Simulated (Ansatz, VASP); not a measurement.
# One calculation of BN, two programs

The input POSCAR:

```
BN
1.0
    0.0000000000      1.8120551922      1.8120551922
    1.8120551922      0.0000000000      1.8120551922
    1.8120551922      1.8120551922      0.0000000000
B N
1 1
Direct
    0.0000000000      0.0000000000      0.0000000000
    0.2499999997      0.2499999997      0.2499999997
```

Contents of INCAR.step1:

```
PREC = Accurate
ENCUT = 660
ISMEAR = -1
SIGMA = 0.01
LREAL = False
LASPH = True
NELM = 120
NBANDS = 11
GGA = PE
ALGO = Normal
EDIFF = 1E-5
LWAVE = True
LCHARG = False
GGA_COMPAT = False
```

INCAR.step2

```
PREC = Accurate
ENCUT = 660
EDIFF = 1E-6
ISMEAR = -1
SIGMA = 0.01
LREAL = False
LASPH = True
NELM = 120
ALGO = Normal
ISIF = 2
LWAVE = False
LCHARG = False
METAGGA = R2SCAN
LMIXTAU = True
NBANDS = 11
ISTART = 1
GGA_COMPAT = False
```

KPOINTS

```
regular mesh
0
Gamma
  13 13 13
```

Input for Ansatz:

```yaml
crystal:
  lattice:
    - [0.0, 1.8120551922, 1.8120551922]
    - [1.8120551922, 0.0, 1.8120551922]
    - [1.8120551922, 1.8120551922, 0.0]
  atoms:
    - { symbol: B, position: [0.0, 0.0, 0.0] }
    - { symbol: "N", position: [0.2499999997, 0.2499999997, 0.2499999997] }
basis:
  ecutwfc: 500.0
  ecutrho_ratio: 4
  xc_grid: 2
  precision: f64
hamiltonian:
  xc: r2scan
  pseudopotentials: { kind: paw, azcp: { folder: soft_1 } }
scf:
  max_iter: 100
  self_checks: high
  occupations: { method: fermi_dirac, width: 0.01 }
kpoints:
  mp_grid: { grid: [13, 13, 13] }
  band_path: { path: [VBM, CBM], npoints: 1 }
checkpoint:
  write: "../edges.r2scan.run"
  compress: false
  write_wavefunctions: true
  write_every: 100000
```

Alike in both runs: task single point; functional r2SCAN; k mesh 13 × 13 × 13; occupations fermi-dirac, width 0.01 eV; no spin polarisation.

```csv
,VASP,Ansatz
version,VASP 6.6.1,Ansatz 0.2.0
potentials or method,"VASP PAW PBE potentials, release 64 (B, N), cutoff 660 eV",plane-wave PAW DFT
valence electrons in the cell,8,8
```

Ansatz gave:

| Property | Result |
| --- | --- |
| gap on the k mesh at the Fermi level (eV) | 5.06 |

Question: Which values does VASP return?

Answer: gap on the k mesh at the Fermi level (eV): 5.04.

VASP's potentials were made for PBE, not for r2SCAN.
